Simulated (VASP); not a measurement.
# Be2CdS2 (P-3m1) in VASP: notebook, part 2 of 2

VASP 6.6.1. Earlier steps stand in the parts before.

## (4) Single point, PBE

This run uses another cell than the first one, of 21.17 Å³/atom, 1.525 times its volume.

INCAR

```
SYSTEM = Be2CdS2
PREC = Accurate
ENCUT = 520
EDIFF = 1E-6
ISMEAR = 0
SIGMA = 0.1
LREAL = .False.
LASPH = .True.
NELM = 100
ALGO = Normal
ISIF = 2
LWAVE = .False.
LCHARG = .False.
GGA = PE
NBANDS = 22
```

KPOINTS

```
regular mesh
0
Gamma
  12 12 4
  0 0 0
```

POSCAR

```
Be2CdS2
1.0
    3.4502784305      0.0000000000      0.0000000000
   -1.7251392153      2.9880287710      0.0000000000
    0.0000000000      0.0000000000     10.2650570971
Be Cd S
2 1 2
Direct
    0.3333333333      0.6666666667      0.4226309601
    0.6666666667      0.3333333333      0.5773690399
    0.0000000000      0.0000000000      0.0000000000
    0.3333333333      0.6666666667      0.6371455720
    0.6666666667      0.3333333333      0.3628544280
```

Potentials or basis: VASP PAW PBE potentials, release 64 (Be, Cd, S).

Run with:

```bash
$ cat potpaw_PBE.64/Be/POTCAR potpaw_PBE.64/Cd/POTCAR potpaw_PBE.64/S/POTCAR > POTCAR
$ mpirun -np 1 vasp_std > vasp.out
```

OUTCAR:

```text
SYSTEM = Be2CdS2
   PREC = Accurate
   ENCUT = 520
   EDIFF = 1E-6
   ISMEAR = 0
   LREAL = .False.
   LASPH = .True.
   NELM = 100
   ISIF = 2
   GGA = PE

 ion  position               nearest neighbor table
   1  0.333  0.667  0.423-   5 2.08   5 2.08   5 2.08   4 2.20
   2  0.667  0.333  0.577-   4 2.08   4 2.08   4 2.08   5 2.20
   3  0.000  0.000  0.000-
   4  0.333  0.667  0.637-   2 2.08   2 2.08   2 2.08   1 2.20
   5  0.667  0.333  0.363-   1 2.08   1 2.08   1 2.08   2 2.20

  LATTYP: Found a hexagonal cell.
 ALAT       =     3.4502784305
 C/A-ratio  =     2.9751387617

  Lattice vectors:

 A1 = (   3.4502784305,   0.0000000000,   0.0000000000)
 A2 = (  -1.7251392153,   2.9880287710,   0.0000000000)
 A3 = (   0.0000000000,   0.0000000000,  10.2650570971)

Analysis of symmetry for initial positions (statically):
=====================================================================
 Subroutine PRICEL returns:
 Original cell was already a primitive cell.

 Routine SETGRP: Setting up the symmetry group for a
 hexagonal supercell.

 Subroutine GETGRP returns: Found 12 space group operations
 (whereof 12 operations were pure point group operations)
 out of a pool of 24 trial point group operations.

The static configuration has the point symmetry D_3d.

Analysis of symmetry for dynamics (positions and initial velocities):
=====================================================================
 Subroutine PRICEL returns:
 Original cell was already a primitive cell.

 Routine SETGRP: Setting up the symmetry group for a
 hexagonal supercell.

 Subroutine GETGRP returns: Found 12 space group operations
 (whereof 12 operations were pure point group operations)
 out of a pool of 24 trial point group operations.

The dynamic configuration has the point symmetry D_3d.

 Subroutine INISYM returns: Found 12 space group operations
 (whereof 12 operations are pure point group operations),
 and found     1 'primitive' translations

----------------------------------------------------------------------------------------

                                     Primitive cell

  volume of cell :     105.8279

  direct lattice vectors                    reciprocal lattice vectors
     3.450278431  0.000000000  0.000000000     0.289831682  0.167334399  0.000000000
    -1.725139215  2.988028771  0.000000000     0.000000000  0.334668799  0.000000000
     0.000000000  0.000000000 10.265057097     0.000000000  0.000000000  0.097417870

  length of vectors
     3.450278431  3.450278431 10.265057097     0.334668799  0.334668799  0.097417870

  position of ions in fractional coordinates (direct lattice)
     0.333333333  0.666666667  0.422630960
     0.666666667  0.333333333  0.577369040
     0.000000000  0.000000000  0.000000000
     0.333333333  0.666666667  0.637145572
     0.666666667  0.333333333  0.362854428

  ion indices of the primitive-cell ions
   primitive index   ion index
                 1           1
                 2           2
                 3           3
                 4           4
                 5           5

----------------------------------------------------------------------------------------

 KPOINTS: regular mesh

[... 24 lines left out ...]
  0.000000  0.000000  0.000000      1.000000
  0.083333 -0.000000  0.000000      6.000000
  0.166667  0.000000  0.000000      6.000000
  0.250000 -0.000000  0.000000      6.000000
  0.333333  0.000000  0.000000      6.000000
  0.416667  0.000000  0.000000      6.000000
[... 16 lines left out ...]
  0.166667  0.000000  0.250000      6.000000
  0.000000  0.166667  0.250000      6.000000
 [... further k-points ...]
   k-points           NKPTS =     69   k-points in BZ     NKDIM =     69   number of bands    NBANDS=     22
   number of dos      NEDOS =    301   number of ions     NIONS =      5
   total plane-waves  NPLWV =  62720
   dimension x,y,z NGX =    28 NGY =   28 NGZ =   80
   dimension x,y,z NGXF=    56 NGYF=   56 NGZF=  160
   ions per type =               2   1   2
   NGX,Y,Z   is equivalent  to a cutoff of  13.49, 13.49, 12.96 a.u.
   NGXF,Y,Z  is equivalent  to a cutoff of  26.98, 26.98, 25.91 a.u.
 SYSTEM =  Be2CdS2
   PREC   = accura    normal or accurate (medium, high low for compatibility)
   ISTART =      0    job   : 0-new  1-cont  2-samecut
   ICHARG =      2    charge: 1-file 2-atom 10-const
   ISPIN  =      1    spin polarized calculation?
   LNONCOLLINEAR =      F non collinear calculations
   LSORBIT =      F    spin-orbit coupling
   LASPH  =      T    aspherical Exc in radial PAW
   ENCUT  =  520.0 eV  38.22 Ry    6.18 a.u.   6.42  6.42 19.09*2*pi/ulx,y,z
   NELM   =    100;   NELMIN=  2; NELMDL= -5     # of ELM steps
   EDIFF  = 0.1E-05   stopping-criterion for ELM
   LREAL  =      F    real-space projection
   EDIFFG = 0.1E-04   stopping-criterion for IOM
   NSW    =      0    number of steps for IOM
   IBRION =     -1    ionic relax: 0-MD 1-quasi-New 2-CG
   NFREE  =      0    steps in history (QN), initial steepest desc. (CG)
   ISIF   =      2    stress and relaxation
   ISYM   =      2    0-nonsym 1-usesym 2-fastsym
   POTIM  = 0.5000    time-step for ionic-motion
   TEBEG  =    0.0;   TEEND  =   0.0 temperature during run
   PSTRESS=    0.0 pullay stress
   NELECT =      28.0000    total number of electrons
   NUPDOWN=      -1.0000    fix difference up-down
   EMIN   =  10.00;   EMAX   =-10.00  energy-range for DOS
   EFERMI =   0.00;   METHOD = LEGACY
   ISMEAR =     0;   SIGMA  =   0.10  broadening in eV -4-tet -1-fermi 0-gaus
   EFERMI_NEDOS =   21; number of points for ismear=-14 and -15
   IALGO  =     38    algorithm
   IMIX   =      4    mixing-type and parameters
     AMIX     =   0.40;   BMIX     =  1.00
     AMIX_MAG =   1.60;   BMIX_MAG =  1.00
  volume/ion in A,a.u.               =      21.17       142.83
  Fermi-wavevector in a.u.,A,eV,Ry     =   1.050979  1.986063 15.028411  1.104557
  Thomas-Fermi vector in A             =   2.186004
   LORBIT       =      0    0 simple, 1 ext, 2 COOP (PROOUT), +10 PAW based schemes
   GGA     = PE    functional components
   LHFCALC =     F    Hartree Fock is set to
   AEXX    =    0.0000 exact exchange contribution
   IVDW    =     0    specifies the selected vdW correction
   LEPSILON=     F    determine dielectric tensor
   LRPA    =     F    only Hartree local field effects (RPA)
 non-spin polarized calculation
 Gauss-broadening in eV      SIGMA  =   0.10
  energy-cutoff  :      520.00
  volume of cell :      105.83
 maximum number of plane-waves:      2878
 NGX is ok and might be reduce to    28
   NGX = 13   NGY = 13   NGZ = 39

 number of electron      27.9999999 magnetization

 Free energy of the ion-electron system (eV)
  ---------------------------------------------------
  ext. energy  EPLUGINS =         0.00000000
  ---------------------------------------------------
  free energy    TOTEN  =       -19.95723037 eV

  energy without entropy =      -19.95623093  energy(sigma->0) =      -19.95673065

 E-fermi :   3.4534     XC(G=0):  -8.5201

 val. band max:        3.4201807122   @ k =   0.5000  -0.0000   0.2500
 cond. band min:       3.4828890204   @ k =   0.5000  -0.0000   0.0000
 fundamental gap:      0.0627083081
 Fermi energy:         3.4534179427

 k-point     1 :       0.0000    0.0000    0.0000
  band No.  band energies     occupation
      1     -12.9441      2.00000
      2     -11.7071      2.00000
      3      -5.1422      2.00000
      4      -4.9485      2.00000
      5      -4.9485      2.00000
      6      -4.7614      2.00000
[... 589 lines left out ...]
     21       7.9242      0.00000
     22       8.2256      0.00000

 [... further k-points ...]

------------------------ aborting loop because EDIFF is reached ----------------------------------------

  FORCE on cell =-STRESS in cart. coord.  units (eV):
  Direction    XX          YY          ZZ          XY          YZ          ZX
  --------------------------------------------------------------------------------------
  -------------------------------------------------------------------------------------
  Total       -0.0006056     -0.0006056     -0.0077043      0.0000000      0.0000000     -0.0000000
  in kB       -0.0091687     -0.0091687     -0.1166388      0.0000000      0.0000000     -0.0000000
  external PRESSURE =      -0.0449921 kB  Pullay stress =       0.0000000 kB

 VOLUME and BASIS-vectors are now :
 -----------------------------------------------------------------------------
  energy-cutoff  :      520.00
  volume of cell :      105.83
      direct lattice vectors                 reciprocal lattice vectors
     3.450278431  0.000000000  0.000000000     0.289831682  0.167334399  0.000000000
    -1.725139215  2.988028771  0.000000000     0.000000000  0.334668799  0.000000000
     0.000000000  0.000000000 10.265057097     0.000000000  0.000000000  0.097417870

 POSITION                                       TOTAL-FORCE (eV/Angst)
 -----------------------------------------------------------------------------------
     -0.00000      1.99202      4.33833        -0.000000     -0.000000      0.023534
      1.72514      0.99601      5.92673         0.000000      0.000000     -0.023534
      0.00000      0.00000      0.00000         0.000000      0.000000     -0.000000
     -0.00000      1.99202      6.54034         0.000000     -0.000000      0.011204
      1.72514      0.99601      3.72472        -0.000000      0.000000     -0.011204
 -----------------------------------------------------------------------------------
    total drift:                                0.000000      0.000000      0.000000

  FREE ENERGIE OF THE ION-ELECTRON SYSTEM (eV)
  ---------------------------------------------------
  free  energy   TOTEN  =       -19.9572303738 eV

  energy  without entropy=      -19.9562309276  energy(sigma->0) =      -19.95673065
```

Run time: 73 s. Hardware: 1 thread of Intel Xeon 6975P-C (Granite Rapids), shared host; peak memory 0.33 GiB.

Results:

```
Free energy            : -19.9572 eV
Pressure               : 0.0 GPa
Largest force          : 0.024 eV/Å
Band gap on the k mesh : zero (band 14 reaches 3.65 eV, above the bottom of band 15 at 3.36 eV)
```

Forces on the atoms (eV/Å):
```
Be   0.000  0.000  0.024
Be   0.000  0.000 -0.024
Cd   0.000  0.000  0.000
S    0.000  0.000  0.011
S    0.000  0.000 -0.011
```

## (5) Relaxation of cell and atoms, PBE

INCAR

```
PREC = Accurate ; ENCUT = 600
EDIFF = 1E-6 ; ISMEAR = 0
SIGMA = 0.1 ; LREAL = False
LASPH = True ; NELM = 80
ALGO = Normal ; ISIF = 3
LWAVE = False ; LCHARG = False
GGA = PE ; IBRION = 2
NSW = 90 ; EDIFFG = -0.04
```

KPOINTS

```
regular mesh
0
Gamma
  6 6 4
```

POSCAR

```
Be2CdS2
1.0
    3.5962109200      0.0000000000      0.0000000000
   -1.7981054600      3.1144100100      0.0000000000
    0.0000000000      0.0000000000      6.1945983100
Be Cd S
2 1 2
Direct
    0.3333333300      0.6666666700      0.3772999900
    0.6666666700      0.3333333300      0.6227000100
    0.0000000000      0.0000000000      0.0000000000
    0.3333333300      0.6666666700      0.7346000100
    0.6666666700      0.3333333300      0.2653999900
```

Run with:

```bash
$ cat potpaw_PBE.64/Be/POTCAR potpaw_PBE.64/Cd/POTCAR potpaw_PBE.64/S/POTCAR > POTCAR
$ mpirun -np 1 vasp_std > vasp.out
```

Run time: 3.6 min. Hardware: 1 thread of Intel Xeon 6975P-C (Granite Rapids), shared host; peak memory 0.23 GiB.

The run converged. Its results:

| Property | Result |
| --- | --- |
| Free energy | -19.9176 eV |
| Relaxed volume | 19.61 Å³/atom |
| Relaxed cell | a = 3.440 Å, b = 3.440 Å, c = 9.563 Å, α = 90.00°, β = 90.00°, γ = 120.00° |
| Space group after relaxing (to 0.05 Å) | P-3m1 (No. 164) |
| Energy gained by relaxing | 741.3 meV/atom |
| Ionic steps | 19 |
| Pressure after relaxing | 0.0 GPa |
| Largest force after relaxing | 0.024 eV/Å |
| Band gap on the k mesh | zero (band 14 reaches 4.15 eV, above the bottom of band 15 at 3.77 eV) |

Forces in eV/Å, atoms in the order of the input:
```
Be   0.000  0.000  0.016
Be   0.000  0.000 -0.016
Cd   0.000  0.000  0.000
S    0.000  0.000 -0.024
S    0.000  0.000  0.024
```

Stress tensor (GPa, compression positive):
```
-0.18  0.00  0.00
 0.00 -0.18  0.00
 0.00  0.00  0.20
```

Step by step:
```
step  energy change (eV)  largest force (eV/Å)  pressure (GPa)  volume (Å³)
   1              0.0000                2.2490           15.65        69.38
   2             -1.2889                2.0292           -0.25        83.84
   3             -1.4904                1.9848           -6.50        95.84
   4             -2.5989                1.1216           -5.23        95.96
   5             -1.4523                6.0635           18.26        92.60
   6             -3.1525                1.1437            0.42        95.43
   7             -3.5696                0.5615            1.17        95.86
   8             -3.5753                0.5662            1.94        95.73
   9             -3.5780                0.5482            1.70        95.78
  10             -3.6305                0.3991           -1.36        99.94
  11             -3.6314                0.4198           -1.04        99.46
  12             -3.6672                0.3222           -0.75        98.35
  13             -3.6964                0.2554           -0.04        96.16
  14             -3.6967                0.2446           -0.09        96.35
  15             -3.7003                0.0709            0.68        95.95
  16             -3.7014                0.0330            0.42        96.08
  17             -3.7039                0.0382            0.00        97.23
  18             -3.7041                0.0387           -0.12        97.60
  19             -3.7065                0.0238           -0.05        98.03
```

Final structure:
```xyz
5
Lattice="3.4404 0.0000 0.0000 -1.7202 2.9795 0.0000 0.0000 0.0000 9.5629" Properties=species:S:1:pos:R:3 pbc="T T T"
Be    0.0000    1.9863    3.9898
Be    1.7202    0.9932    5.5732
Cd    0.0000    0.0000    0.0000
S     0.0000    1.9863    6.1921
S     1.7202    0.9932    3.3708
```

Levels at points of the mesh, in eV from the Fermi level:
| k point | band 10 | band 11 | band 12 | band 13 | band 14 | band 15 | band 16 | band 17 | band 18 |
| --- | --- | --- | --- | --- | --- | --- | --- | --- | --- |
| (0.00, 0.00, 0.00) | -4.09 | -4.08 | -4.08 | -2.95 | -2.95 | 1.56 | 2.84 | 3.01 | 3.01 |
| (0.50, 0.00, 0.00) | -5.63 | -5.53 | -4.21 | -4.13 | -0.59 | 0.09 | 0.85 | 2.62 | 2.80 |
| (0.00, 0.00, 0.50) | -4.08 | -4.08 | -3.09 | -2.95 | -2.95 | 0.60 | 2.82 | 3.01 | 3.01 |
| (0.50, 0.00, 0.50) | -5.63 | -5.48 | -4.22 | -4.13 | -0.71 | -0.16 | 1.01 | 2.79 | 2.83 |

Caveat: the volume moved by over 15 % at a fixed basis, so the end points are rough.

## (6) Relaxation of cell and atoms, PBE

INCAR

```
PREC = Accurate ; ENCUT = 600
EDIFF = 1E-7 ; ISMEAR = 0
SIGMA = 0.1 ; LREAL = False
LASPH = True ; NELM = 120
ALGO = Normal ; ISIF = 3
LWAVE = False ; LCHARG = False
GGA = PE ; IBRION = 2
NSW = 90 ; EDIFFG = -0.04
GGA_COMPAT = False ; NELMIN = 4
```

KPOINTS is that of step 5.

POSCAR is that of step 5.

Potentials or basis: VASP PAW PBE potentials, release 64 (Be, Cd_sv_GW, S).

Run with:

```bash
$ cat potpaw_PBE.64/Be/POTCAR potpaw_PBE.64/Cd_sv_GW/POTCAR potpaw_PBE.64/S/POTCAR > POTCAR
$ mpirun -np 1 vasp_std > vasp.out
```

It took 6.5 min on 1 thread of Intel Xeon 6975P-C (Granite Rapids), shared host; peak memory 0.25 GiB.

Results (log left out):

* Free energy: -19.7290 eV
* Relaxed volume: 17.93 Å³/atom
* Relaxed cell: a = 3.440 Å, b = 3.440 Å, c = 8.746 Å, α = 90.00°, β = 90.00°, γ = 120.00°
* Space group after relaxing (to 0.05 Å): P-3m1 (No. 164)
* Energy gained by relaxing: 685.9 meV/atom
* Ionic steps: 17
* Pressure after relaxing: 0.2 GPa
* Largest force after relaxing: 0.024 eV/Å
* Band gap on the k mesh: zero (band 18 reaches 5.67 eV, above the bottom of band 19 at 5.18 eV)

Forces on the atoms (eV/Å):
```
Be   0.000  0.000  0.012
Be   0.000  0.000 -0.012
Cd   0.000  0.000  0.000
S    0.000  0.000  0.024
S    0.000  0.000 -0.024
```

Stress tensor (GPa, compression positive):
```
0.31 0.00 0.00
0.00 0.31 0.00
0.00 0.00 0.03
```

The path:
| step | energy change (eV) | largest force (eV/Å) | pressure (GPa) | volume (Å³) |
| --- | --- | --- | --- | --- |
| 1 | 0.0000 | 2.1985 | 15.00 | 69.38 |
| 2 | -1.2091 | 2.0107 | -0.55 | 83.20 |
| 3 | -1.3943 | 1.9718 | -6.37 | 93.53 |
| 4 | -2.4928 | 1.1281 | -4.92 | 93.55 |
| 5 | -1.1805 | 5.8073 | 15.42 | 90.08 |
| 6 | -3.0340 | 0.9282 | 0.18 | 93.05 |
| 7 | -3.0464 | 1.3270 | 1.34 | 92.87 |
| 8 | -3.1565 | 0.6847 | -2.01 | 95.21 |
| 9 | -3.2763 | 0.8687 | -0.26 | 94.47 |
| 10 | -3.3609 | 0.4020 | -1.07 | 93.73 |
| 11 | -3.3950 | 0.2065 | -2.04 | 92.84 |
| 12 | -3.4126 | 0.0916 | 1.42 | 87.39 |
| 13 | -3.4198 | 0.1337 | 0.16 | 89.26 |
| 14 | -3.4254 | 0.1110 | 0.09 | 89.41 |
| 15 | -3.4275 | 0.0935 | -0.04 | 89.60 |
| 16 | -3.4296 | 0.0454 | 0.26 | 89.64 |
| 17 | -3.4297 | 0.0238 | 0.21 | 89.64 |

Final structure:
```yaml
crystal:
  lattice:
    - [3.44007, 0.00000, 0.00000]
    - [-1.72003, 2.97919, 0.00000]
    - [0.00000, 0.00000, 8.74624]
  atoms:
    - { symbol: Be, position: [0.33333, 0.66667, 0.41046] }
    - { symbol: Be, position: [0.66667, 0.33333, 0.58954] }
    - { symbol: Cd, position: [0.00000, 0.00000, 0.00000] }
    - { symbol: S, position: [0.33333, 0.66667, 0.65954] }
    - { symbol: S, position: [0.66667, 0.33333, 0.34046] }
```

Levels at points of the mesh, in eV from the Fermi level:
```csv
k point,band 15,band 16,band 17,band 18,band 19,band 20,band 21,band 22
"(0.00, 0.00, 0.00)",-4.09,-4.09,-2.91,-2.91,2.53,2.89,3.00,3.00
"(0.50, 0.00, 0.00)",-5.59,-4.26,-4.08,-0.46,0.28,0.89,2.59,2.82
"(0.00, 0.00, 0.50)",-4.09,-2.91,-2.91,-2.41,1.22,2.83,3.01,3.01
"(0.50, 0.00, 0.50)",-5.44,-4.30,-4.10,-0.70,-0.23,1.17,2.79,3.03
```

Caveat: the volume moved by over 15 % at a fixed basis, so the end points are rough.

## (7) Overview

```tsv
task	potentials or basis	cell	k mesh	cutoff (eV)	second run	gap on the mesh (eV)	pressure (GPa)	relaxed volume (Å³/atom)	largest force (eV/Å)
single point	VASP PAW PBE potentials, release 64 (Be, Cd, S)	a = 3.596, b = 3.596, c = 6.195 Å, angles 90.0, 90.0, 120.0°, 5 atoms	6 × 6 × 4	520	-	none	15.7	-	2.25
single point	VASP PAW PBE potentials, release 64 (Be, Cd, S)	a = 3.435, b = 3.435, c = 10.274 Å, angles 90.0, 90.0, 120.0°, 5 atoms	6 × 6 × 4	520	-	none	0.0	-	0.02
single point	VASP PAW PBE potentials, release 64 (Be, Cd, S)	a = 3.450, b = 3.450, c = 10.265 Å, angles 90.0, 90.0, 120.0°, 5 atoms	12 × 12 × 4	520	-	none	0.0	-	0.02
relaxation of cell and atoms	VASP PAW PBE potentials, release 64 (Be, Cd, S)	relaxed from a = 3.596, b = 3.596, c = 6.195 Å, angles 90.0, 90.0, 120.0°, 5 atoms	6 × 6 × 4	600	-	none	0.0	19.61	0.02
relaxation of cell and atoms	VASP PAW PBE potentials, release 64 (Be, Cd_sv_GW, S)	relaxed from a = 3.596, b = 3.596, c = 6.195 Å, angles 90.0, 90.0, 120.0°, 5 atoms	6 × 6 × 4	600	valence_matched	none	0.2	17.93	0.02
```

Alike in all rows: level PBE; no spin polarisation; smearing gaussian 0.1 eV.

Caveats: the volume moved by over 15 % at a fixed basis, so the end points are rough (some runs); forces of over 1 eV/Å act on the atoms, so gaps and moduli don't describe the material at rest (some runs).

Absolute energies hang on the potentials; compare differences alone.
